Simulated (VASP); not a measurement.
# TiC (I4/mmm) in VASP: further runs, part 2 of 2

VASP 6.6.1. The steps go on from the part before.

**3. Single point, PBEsol**

This run uses another cell than the first one, of the same volume but with other edges.

File INCAR:

```
ALGO     = Normal         # electronic algorithm
EDIFF    = 1E-7           # SCF threshold, eV
ENCUT    = 520            # plane-wave cutoff, eV
GGA      = PS             # functional
ISIF     = 2              # what is computed and relaxed
ISMEAR   = 0              # smearing method
LASPH    = T              # aspherical terms in the spheres
LCHARG   = F              # write CHGCAR
LREAL    = F              # projectors in reciprocal space
LWAVE    = F              # write WAVECAR
NBANDS   = 15             # bands
NELM     = 80             # most SCF steps
PREC     = Accurate       # precision mode
SIGMA    = 0.15           # smearing width, eV
```

File KPOINTS:

```
k-points
0
Gamma
  20 20 20
```

File POSCAR:

```
TiC
1.0
    0.0000000000      1.9280018810      2.7261946598
    1.9280018810      0.0000000000      2.7261946598
    1.9280018810      1.9280018810      0.0000000000
Ti C
1 1
Direct
    0.0000000000      0.0000000000      0.0000000000
    0.5000000000      0.5000000000      0.5000000000
```

Potentials or basis: VASP PAW PBE potentials, release 64 (Ti_sv, C).

Started as:

```bash
> cat potpaw_PBE.64/Ti_sv/POTCAR potpaw_PBE.64/C/POTCAR > POTCAR
> mpirun -np 1 vasp_std > vasp.out
```

OUTCAR:

```text
EDIFF = 1E-7
   ENCUT = 520
   GGA = PS
   ISIF = 2
   ISMEAR = 0
   LASPH = T
   LREAL = F
   NELM = 80
   PREC = Accurate

 ion  position               nearest neighbor table
   1  0.000  0.000  0.000-   2 1.93   2 1.93   2 1.93   2 1.93
   2  0.500  0.500  0.500-   1 1.93   1 1.93   1 1.93   1 1.93

  LATTYP: Found a body centered tetragonal cell.
 ALAT       =     2.7266064084
 C/A-ratio  =     1.9996979772

  Lattice vectors:

 A1 = (  -1.9280018810,   0.0000000000,   2.7261946598)
 A2 = (   1.9280018810,   0.0000000000,   2.7261946598)
 A3 = (   0.0000000000,   1.9280018810,  -2.7261946598)

Analysis of symmetry for initial positions (statically):
=====================================================================
 Subroutine PRICEL returns:
 Original cell was already a primitive cell.

 Routine SETGRP: Setting up the symmetry group for a
 body centered tetragonal supercell.

 Subroutine GETGRP returns: Found 16 space group operations
 (whereof 16 operations were pure point group operations)
 out of a pool of 16 trial point group operations.

The static configuration has the point symmetry D_4h.

Analysis of symmetry for dynamics (positions and initial velocities):
=====================================================================
 Subroutine PRICEL returns:
 Original cell was already a primitive cell.

 Routine SETGRP: Setting up the symmetry group for a
 body centered tetragonal supercell.

 Subroutine GETGRP returns: Found 16 space group operations
 (whereof 16 operations were pure point group operations)
 out of a pool of 16 trial point group operations.

The dynamic configuration has the point symmetry D_4h.

 Subroutine INISYM returns: Found 16 space group operations
 (whereof 16 operations are pure point group operations),
 and found     1 'primitive' translations

----------------------------------------------------------------------------------------

                                     Primitive cell

  volume of cell :      20.2676

  direct lattice vectors                    reciprocal lattice vectors
     0.000000000  1.928001881  2.726194660    -0.259335847  0.259335847  0.183405832
     1.928001881  0.000000000  2.726194660     0.259335847 -0.259335847  0.183405832
     1.928001881  1.928001881  0.000000000     0.259335847  0.259335847 -0.183405832

  length of vectors
     3.339061032  3.339061032  2.726606408     0.410058364  0.410058364  0.410058364

  position of ions in fractional coordinates (direct lattice)
     0.000000000  0.000000000  0.000000000
     0.500000000  0.500000000  0.500000000

  ion indices of the primitive-cell ions
   primitive index   ion index
                 1           1
                 2           2

----------------------------------------------------------------------------------------

 KPOINTS: k-points

Automatic generation of k-mesh.
 Grid dimensions read from file:
 generate k-points for:   20   20   20

 Generating k-lattice:

  Cartesian coordinates                     Fractional coordinates (reciprocal lattice)
    -0.012966792  0.012966792  0.009170292     0.050000000  0.000000000  0.000000000
     0.012966792 -0.012966792  0.009170292     0.000000000  0.050000000  0.000000000
     0.012966792  0.012966792 -0.009170292    -0.000000000 -0.000000000  0.050000000

  Length of vectors
     0.020502918  0.020502918  0.020502918

  Shift w.r.t. Gamma in fractional coordinates (k-lattice)
[... 39 lines left out ...]
   ions per type =               1   1
   NGX,Y,Z   is equivalent  to a cutoff of  13.94, 13.94, 12.19 a.u.
   NGXF,Y,Z  is equivalent  to a cutoff of  27.88, 27.88, 24.39 a.u.
 SYSTEM =  unknown system
   PREC   = accura    normal or accurate (medium, high low for compatibility)
   ISTART =      0    job   : 0-new  1-cont  2-samecut
   ICHARG =      2    charge: 1-file 2-atom 10-const
   ISPIN  =      1    spin polarized calculation?
   LNONCOLLINEAR =      F non collinear calculations
   LSORBIT =      F    spin-orbit coupling
   LASPH  =      T    aspherical Exc in radial PAW
   ENCUT  =  520.0 eV  38.22 Ry    6.18 a.u.   6.21  6.21  5.07*2*pi/ulx,y,z
   NELM   =     80;   NELMIN=  2; NELMDL= -5     # of ELM steps
   EDIFF  = 0.1E-06   stopping-criterion for ELM
   LREAL  =      F    real-space projection
   EDIFFG = 0.1E-05   stopping-criterion for IOM
   NSW    =      0    number of steps for IOM
   IBRION =     -1    ionic relax: 0-MD 1-quasi-New 2-CG
   NFREE  =      0    steps in history (QN), initial steepest desc. (CG)
   ISIF   =      2    stress and relaxation
   ISYM   =      2    0-nonsym 1-usesym 2-fastsym
   POTIM  = 0.5000    time-step for ionic-motion
   TEBEG  =    0.0;   TEEND  =   0.0 temperature during run
   PSTRESS=    0.0 pullay stress
   NELECT =      16.0000    total number of electrons
   NUPDOWN=      -1.0000    fix difference up-down
   EMIN   =  10.00;   EMAX   =-10.00  energy-range for DOS
   EFERMI =   0.00;   METHOD = LEGACY
   ISMEAR =     0;   SIGMA  =   0.15  broadening in eV -4-tet -1-fermi 0-gaus
   EFERMI_NEDOS =   21; number of points for ismear=-14 and -15
   IALGO  =     38    algorithm
   IMIX   =      4    mixing-type and parameters
     AMIX     =   0.40;   BMIX     =  1.00
     AMIX_MAG =   1.60;   BMIX_MAG =  1.00
  volume/ion in A,a.u.               =      10.13        68.39
  Fermi-wavevector in a.u.,A,eV,Ry     =   1.513030  2.859212 31.147275  2.289260
  Thomas-Fermi vector in A             =   2.622876
   LORBIT       =      0    0 simple, 1 ext, 2 COOP (PROOUT), +10 PAW based schemes
   GGA     = PS    functional components
   LHFCALC =     F    Hartree Fock is set to
   AEXX    =    0.0000 exact exchange contribution
   IVDW    =     0    specifies the selected vdW correction
   LEPSILON=     F    determine dielectric tensor
   LRPA    =     F    only Hartree local field effects (RPA)
 non-spin polarized calculation
 Gauss-broadening in eV      SIGMA  =   0.15
  energy-cutoff  :      520.00
  volume of cell :       20.27
 maximum number of plane-waves:       559
 NGX is ok and might be reduce to    28

 number of electron      16.0000001 magnetization

 Free energy of the ion-electron system (eV)
  ---------------------------------------------------
  ext. energy  EPLUGINS =         0.00000000
  ---------------------------------------------------
  free energy    TOTEN  =       -18.05043341 eV

  energy without entropy =      -18.04627724  energy(sigma->0) =      -18.04835533

 E-fermi :   9.3745     XC(G=0): -12.6465

 val. band max:        9.3659756572   @ k =  -0.0500   0.3500   0.3000
 cond. band min:       9.3761954997   @ k =   0.3000   0.2000   0.0500
 fundamental gap:      0.0102198424
 Fermi energy:         9.3744728661

 k-point     1 :       0.0000    0.0000    0.0000
  band No.  band energies     occupation
      1     -46.6766      2.00000
      2     -23.1681      2.00000
      3     -22.6318      2.00000
      4     -22.6318      2.00000
      5      -3.0862      2.00000
      6       8.4434      2.00000
      7       8.4437      2.00000
      8       9.8503      0.00001
      9      11.3263      0.00000
     10      11.3263      0.00000
     11      11.6345      0.00000
     12      11.6345      0.00000
     13      12.3392      0.00000
     14      21.2343      0.00000
[... 401 lines left out ...]
      2     -23.4368      2.00000
      3     -23.1746      2.00000
      4     -22.5322      2.00000
      5       0.1484      2.00000
      6       4.4596      2.00000
      7       5.6646      2.00000
      8       6.2884      2.00000
      9      11.4859      0.00000
     10      12.2619      0.00000
     11      13.9916      0.00000
     12      15.3927      0.00000
     13      17.5505      0.00000
     14      20.4955      0.00000
     15      24.0713      0.00000

 [... further k-points ...]

------------------------ aborting loop because EDIFF is reached ----------------------------------------

  FORCE on cell =-STRESS in cart. coord.  units (eV):
  Direction    XX          YY          ZZ          XY          YZ          ZX
  --------------------------------------------------------------------------------------
  -------------------------------------------------------------------------------------
  Total       11.0787334     11.0787334     -4.3702784      0.0000000      0.0000000      0.0000000
  in kB      875.7878732    875.7878732   -345.4760300      0.0000000      0.0000000      0.0000000
  external PRESSURE =     468.6999055 kB  Pullay stress =       0.0000000 kB

 VOLUME and BASIS-vectors are now :
 -----------------------------------------------------------------------------
  energy-cutoff  :      520.00
  volume of cell :       20.27
      direct lattice vectors                 reciprocal lattice vectors
     0.000000000  1.928001881  2.726194660    -0.259335847  0.259335847  0.183405832
     1.928001881  0.000000000  2.726194660     0.259335847 -0.259335847  0.183405832
     1.928001881  1.928001881  0.000000000     0.259335847  0.259335847 -0.183405832

 POSITION                                       TOTAL-FORCE (eV/Angst)
 -----------------------------------------------------------------------------------
      0.00000      0.00000      0.00000         0.000000      0.000000     -0.000000
      1.92800      1.92800      2.72619         0.000000      0.000000      0.000000
 -----------------------------------------------------------------------------------
    total drift:                               -0.000000      0.000000      0.000000

  FREE ENERGIE OF THE ION-ELECTRON SYSTEM (eV)
  ---------------------------------------------------
  free  energy   TOTEN  =       -18.0504334114 eV

  energy  without entropy=      -18.0462772420  energy(sigma->0) =      -18.04835533
```

It took 6.7 min on 1 thread of Intel Xeon 8259CL, shared host; peak memory 0.31 GiB.

What came out:

* Free energy: -18.0504 eV
* Pressure: 46.9 GPa
* Band gap on the k mesh: zero (bands 8 and 9 overlap by 2.59 eV)

Stress tensor (GPa, compression positive):
```
 87.58   0.00   0.00
  0.00  87.58   0.00
  0.00   0.00 -34.55
```

Caveat: the stress differs along the axes, from -35 to 88 GPa; the PAW data sets were made with another functional, which shifts forces and pressure a little.

**4. Single point, PBEsol**

This run uses another cell than the first one, of the same volume but with other edges.

File INCAR:

```
SYSTEM = TiC
PREC     = Accurate       ! precision mode
ENCUT    = 520            ! plane-wave cutoff, eV
EDIFF    = 1E-6           ! SCF threshold, eV
ISMEAR   = 0              ! smearing method
SIGMA    = 0.15           ! smearing width, eV
LREAL    = .FALSE.        ! projectors in reciprocal space
LASPH    = .TRUE.         ! aspherical terms in the spheres
NELM     = 60             ! most SCF steps
ALGO     = Normal         ! electronic algorithm
ISIF     = 2              ! what is computed and relaxed
LWAVE    = .FALSE.        ! write WAVECAR
LCHARG   = .FALSE.        ! write CHGCAR
GGA      = PS             ! functional
NBANDS   = 15             ! bands
```

File KPOINTS:

```
Automatic mesh
0
G
  20 20 20
  0 0 0
```

File POSCAR:

```
TiC
1.0
    0.0000000000      2.2844638034      1.9417942329
    2.2844638034      0.0000000000      1.9417942329
    2.2844638034      2.2844638034      0.0000000000
Ti C
1 1
Direct
    0.0000000000      0.0000000000      0.0000000000
    0.5000000000      0.5000000000      0.5000000000
```

Started as:

```bash
> cat potpaw_PBE.64/Ti_sv/POTCAR potpaw_PBE.64/C/POTCAR > POTCAR
> mpirun -np 1 vasp_std > vasp.out
```

Run time: 4.3 min. Hardware: 1 thread of Intel Xeon 8259CL, shared host; peak memory 0.3 GiB.

Results (log left out):

- Free energy: -19.2625 eV
- Pressure: 7.1 GPa
- Band gap on the k mesh: zero (bands 8 and 9 overlap by 2.45 eV)

Stress tensor (GPa, compression positive):
```
-21.71   0.00   0.00
  0.00 -21.71   0.00
  0.00   0.00  64.70
```

Levels at points of the mesh, in eV from the Fermi level:
```tsv
k point	band 4	band 5	band 6	band 7	band 8	band 9	band 10	band 11	band 12	band 13
(0.00, 0.00, 0.00)	-32.37	-12.44	0.35	0.35	1.11	1.42	1.42	1.49	1.58	2.22
(0.50, 0.00, 0.00)	-32.39	-8.71	-5.93	-3.27	-3.13	2.57	3.40	4.52	7.33	7.79
(0.50, 0.50, 0.00)	-32.71	-10.07	-2.03	-1.91	-0.87	-0.87	2.91	3.51	3.51	7.05
(0.50, 0.00, 0.50)	-32.51	-10.33	-4.01	-1.49	0.30	0.69	2.37	3.07	3.78	5.68
```

Caveat: the stress differs along the axes, from -22 to 65 GPa; the PAW data sets were made with another functional, which shifts forces and pressure a little.

**5. The runs side by side**

```tsv
cell	gap on the mesh (eV)	pressure (GPa)
a = 2.975, b = 2.975, c = 3.435 Å, angles 54.7, 54.7, 70.5°, 2 atoms	none	49.3
a = 3.339, b = 3.339, c = 2.727 Å, angles 65.9, 65.9, 48.2°, 2 atoms	none	46.9
a = 2.998, b = 2.998, c = 3.231 Å, angles 57.4, 57.4, 65.2°, 2 atoms	none	7.1
```

Alike in all rows: task single point; level PBEsol; potentials or basis VASP PAW PBE potentials, release 64 (Ti_sv, C); no spin polarisation; k mesh 20 × 20 × 20; cutoff (eV) 520; smearing gaussian 0.15 eV.

Caveats: the PAW data sets were made with another functional, which shifts forces and pressure a little; the stress differs along the axes, from -29 to 207 GPa (at least some runs); the stress differs along the axes, from -35 to 88 GPa (at least some runs); the stress differs along the axes, from -22 to 65 GPa (at least some runs).

Total energies depend on the potentials used, so only differences within one code and one set of settings carry meaning.

The gap in the log of VASP goes by the Fermi energy; the results here count the filled bands.